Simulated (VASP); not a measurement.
Y2Os:

```xyz
3
Lattice="0.0000 2.9365 2.9365 2.9365 0.0000 2.9365 2.9365 2.9365 0.0000" Properties=species:S:1:pos:R:3 pbc="T T T"
Y     1.4682    1.4682    1.4682
Y     4.4047    4.4047    4.4047
Os    0.0000    0.0000    0.0000
```

- Program: VASP 6.6.1
- Task: relaxation of cell and atoms
- Functional: PBE
- Potentials or basis: VASP PAW PBE potentials, release 64 (Y_sv, Os)
- Cutoff: 600 eV
- k mesh: 6 × 6 × 6
- Occupations: gaussian, width 0.1 eV
- Spin: no spin polarisation

At the start: pressure 81.9 GPa; volume 16.88 Å³/atom.

How do energy, volume and symmetry change on relaxing?

Over 5 steps the energy falls by 1597.7 meV/atom and the volume is 25.90 Å³/atom (+53.4 %); space group Fm-3m (No. 225, to 0.05 Å).

Step by step:
```csv
step,energy change (eV),largest force (eV/Å),pressure (GPa),volume (Å³)
1,0.0000,0.0000,81.85,50.64
2,0.2284,0.0000,-14.57,143.79
3,-4.7429,0.0000,-3.73,81.89
4,-4.7846,0.0000,-1.62,79.42
5,-4.7932,0.0000,0.05,77.70
```

Final structure:
```
Y Os
1.0
     0.00000    3.38690    3.38690
     3.38690    0.00000    3.38690
     3.38690    3.38690    0.00000
Y Os
2 1
Cartesian
  1.6934 1.6934 1.6934
  5.0804 5.0804 5.0804
  0.0000 0.0000 0.0000
```

Caveat: the volume moved by over 15 % at a fixed basis, so the end points are rough.
